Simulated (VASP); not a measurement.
# Au: single point with PBEsol

The system is Au.

```
Au
1.0
     2.81549    0.00000    0.00000
    -0.01296    2.82018    0.00000
    -1.13789   -1.18541    4.92401
Au
2
Direct
  0.67286 0.66596 0.27405
  0.32714 0.33404 0.72594
```

```yaml
Program: VASP 6.6.1
Task: single point
Functional: PBEsol
Potentials_or_basis: VASP PAW PBE potentials, release 64 (Au)
Cutoff: 520 eV
k_mesh: 10 × 10 × 6
Occupations: fermi-dirac, width 0.05 eV
Spin: no spin polarisation
Dipole_correction: no
Further_INCAR_settings: ALGO = Fast; EDIFF = 1e-06; NBANDS = 18
```

The pressure is -8.1 GPa, the largest force is 0.130 eV/Å and the band gap on the k mesh is zero (band 11 reaches 10.34 eV, above the bottom of band 12 at 5.39 eV).

Forces in eV/Å, atoms in the order of the input:
```
Au   0.024  0.021  0.126
Au  -0.024 -0.021 -0.126
```

Stress tensor (GPa, compression positive):
```
-8.70  0.23  0.60
 0.23 -8.94  0.46
 0.60  0.46 -6.77
```

Levels at points of the mesh, in eV from the Fermi level:
```csv
k point,band 7,band 8,band 9,band 10,band 11,band 12,band 13,band 14,band 15,band 16
"(0.00, 0.00, 0.00)",-2.80,-2.27,-2.20,-1.96,-1.58,-0.01,2.71,13.98,14.11,15.52
"(0.50, 0.00, 0.00)",-3.25,-2.88,-2.25,-1.76,0.48,1.15,2.81,5.52,9.69,11.56
"(0.00, 0.50, 0.00)",-3.22,-2.82,-2.23,-1.80,0.43,1.16,2.66,5.48,9.65,11.78
"(0.50, 0.50, 0.00)",-2.16,-1.33,-0.78,-0.77,2.70,4.64,5.98,6.62,7.26,8.92
"(0.00, 0.00, 0.50)",-3.39,-2.97,-1.91,-1.68,-1.57,-1.53,9.33,11.50,12.38,12.53
"(0.50, 0.00, 0.50)",-2.55,-2.35,-1.97,-1.96,0.05,1.31,1.71,4.92,9.86,14.41
"(0.00, 0.50, 0.50)",-2.64,-2.37,-2.02,-1.95,0.08,1.35,1.67,4.95,9.85,14.16
"(0.50, 0.50, 0.50)",-2.29,-1.60,-0.79,-0.76,3.03,5.24,5.55,6.60,7.13,8.57
```

Run time: 100 s on 1 thread of AMD EPYC 9R45 96-Core Processor (Zen 5) (shared host), peak memory 0.26 GiB.

Caveat: the PAW data sets were made with another functional, which shifts forces and pressure a little; spin-orbit coupling is left out, which moves the levels of the heavy elements.
